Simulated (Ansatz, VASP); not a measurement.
**One calculation of CdS, two programs**

The input POSCAR:

```
CdS
1.0
    4.1021322491      0.0000000000      0.0000000000
   -2.0510661245      3.5525507374      0.0000000000
    0.0000000000      0.0000000000      6.6645203628
Cd S
2 2
Direct
    0.3333333333      0.6666666667     -0.0009631153
    0.6666666667      0.3333333333      0.4990368847
    0.3333333333      0.6666666667      0.3759631153
    0.6666666667      0.3333333333      0.8759631153
```

Contents of INCAR.step1:

```
  ALGO = Normal
  EDIFF = 1E-4
  ENCUT = 520
  GGA = PE
  ISMEAR = 0
  LASPH = True
  LCHARG = False
  LREAL = False
  LWAVE = True
  NBANDS = 26
  NELM = 100
  PREC = Accurate
  SIGMA = 0.01
```

INCAR.step2

```
  ALGO = Normal
  EDIFF = 1E-6
  ENCUT = 520
  ISIF = 2
  ISMEAR = 0
  ISTART = 1
  LASPH = True
  LCHARG = False
  LMIXTAU = True
  LREAL = False
  LWAVE = False
  METAGGA = R2SCAN
  NBANDS = 26
  NELM = 100
  PREC = Accurate
  SIGMA = 0.01
```

The input KPOINTS:

```
k-points
0
Gamma
  12 12 4
```

Input for Ansatz:

```yaml
crystal:
  lattice:
    - [4.1021322491, 0.0, 0.0]
    - [-2.0510661245, 3.5525507374, 0.0]
    - [0.0, 0.0, 6.6645203628]
  atoms:
    - { symbol: Cd, position: [0.3333333333, 0.6666666667, -0.0009631153] }
    - { symbol: Cd, position: [0.6666666667, 0.3333333333, 0.4990368847] }
    - { symbol: S, position: [0.3333333333, 0.6666666667, 0.3759631153] }
    - { symbol: S, position: [0.6666666667, 0.3333333333, 0.8759631153] }
kpoints:
  mp_grid: { grid: [12, 12, 4] }
  band_path:
    path:
      - [0.0, 0.0, 0.0]
      - [0.5, 0.0, 0.0]
      - [0.3333333333, 0.3333333333, 0.0]
      - [0.0, 0.0, 0.5]
      - [0.5, 0.0, 0.5]
      - [0.3333333333, 0.3333333333, 0.5]
    npoints: 1
hamiltonian:
  xc: r2scan
scf:
  occupations: { method: fixed }
  n_extra_bands: 5
output:
  forces: true
  stress: true
  eigenvalues: true
```

Change from the starting cell: hydrostatic strain -1.5%.

Alike in both runs: task single point; functional r2SCAN; k mesh 12 × 12 × 4; no spin polarisation.

```csv
,VASP,Ansatz
version,VASP 6.6.1,Ansatz 0.2.0
potentials or method,"VASP PAW PBE potentials, release 64 (Cd, S)","plane waves, PAW"
plane-wave cutoff (eV),520,500
occupations,"gaussian, width 0.01 eV",fixed
valence electrons in the cell,36,52
```

Ansatz gave:

| Quantity | Value |
| --- | --- |
| gap on the k mesh at the Fermi level (eV) | 1.74 |
| pressure (GPa) | 3.0 |

Task: Which values does VASP return?

Result: gap on the k mesh at the Fermi level (eV): 1.74; pressure (GPa): 3.4.

VASP's potentials were made for PBE, not for r2SCAN. VASP's potentials hold 36 valence electrons a cell and Ansatz's 52, so a difference there can come from the potentials and not from the codes.
